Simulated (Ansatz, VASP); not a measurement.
**Two plane-wave programs on ZnSe**

```
CELL_PARAMETERS angstrom
0.00000 2.83380 2.83380
2.83380 0.00000 2.83380
2.83380 2.83380 0.00000
ATOMIC_POSITIONS crystal
Zn 0.00000 0.00000 0.00000
Se 0.75000 0.75000 0.75000
```

Alike in both runs: task single point; functional LDA; k mesh 6 × 6 × 6; no spin polarisation.

```csv
,VASP,Ansatz
version,VASP 6.6.1,Ansatz 0.2.0
potentials or method,"VASP PAW LDA potentials, release 64 (Zn, Se)","plane waves, PAW"
plane-wave cutoff (eV),500,420
occupations,"gaussian, width 0.01 eV",fixed
valence electrons in the cell,18,28
```

Ansatz gave:

| Item | Value |
| --- | --- |
| gap on the k mesh at the Fermi level (eV) | 1.03 |
| pressure (GPa) | -3.4 |

Q: Estimate VASP's values.

A: gap on the k mesh at the Fermi level (eV): 1.07; pressure (GPa): -3.1.

LDA's correlation is that of Perdew and Zunger in VASP and of Perdew and Wang (1992) in Ansatz. VASP's potentials hold 18 valence electrons a cell and Ansatz's 28, so a difference there can come from the potentials and not from the codes.
